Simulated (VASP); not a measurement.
# Bi: relaxation of cell and atoms with RPBE

Crystal: Bi.

```
Bi
1.0
    -1.98143    1.98143    1.98143
     1.98143   -1.98143    1.98143
     1.98143    1.98143   -1.98143
Bi
1
Cartesian
  0.0000 0.0000 0.0000
```

This isn't the form of Bi at room conditions, which is rhombohedral.

| Item | Value |
| --- | --- |
| Program | VASP 6.6.1 |
| Task | relaxation of cell and atoms |
| Functional | RPBE |
| Potentials or basis | VASP PAW PBE potentials, release 64 (Bi_d) |
| Cutoff | 600 eV |
| k mesh | 9 × 9 × 9 |
| Occupations | fermi-dirac, width 0.05 eV |
| Spin | no spin polarisation |
| Dipole correction | no |
| Further INCAR settings | ALGO = Normal; EDIFF = 1e-06; IBRION = 2; EDIFFG = -0.01; NSW = 60; ISIF = 3 |

```json
{
  "Relaxed volume": "32.47 Å³/atom",
  "Relaxed cell": "a = 3.481 Å, b = 3.481 Å, c = 3.481 Å, α = 109.47°, β = 109.47°, γ = 109.47°",
  "Space group after relaxing (to 0.1 Å)": "Im-3m (No. 229)",
  "Energy gained by relaxing": "9.2 meV/atom",
  "Ionic steps": "3",
  "Pressure after relaxing": "0.0 GPa",
  "Band gap on the k mesh": "zero (an odd number of electrons rules out a gap without spin polarisation)"
}
```

Step by step:
```tsv
step	energy change (eV)	largest force (eV/Å)	pressure (GPa)	volume (Å³)
1	0.0000	0.0000	2.29	31.12
2	-0.0071	0.0000	-0.92	33.16
3	-0.0092	0.0000	0.04	32.47
```

Final structure:
```
CELL_PARAMETERS angstrom
-2.00966 2.00966 2.00966
2.00966 -2.00966 2.00966
2.00966 2.00966 -2.00966
ATOMIC_POSITIONS crystal
Bi 0.00000 0.00000 0.00000
```

Levels at points of the mesh, in eV from the Fermi level:
| k point | band 4 | band 5 | band 6 | band 7 | band 8 | band 9 | band 10 | band 11 |
| --- | --- | --- | --- | --- | --- | --- | --- | --- |
| (0.00, 0.00, 0.00) | -22.93 | -22.93 | -13.20 | 4.87 | 4.87 | 4.87 | 8.61 | 10.46 |

Wall time 59 s on 1 thread of Intel Xeon 8259CL (shared host), peak memory 0.17 GiB.

Caveat: the PAW data sets were made with another functional, which shifts forces and pressure a little; spin-orbit coupling is left out, which moves the levels of the heavy elements.
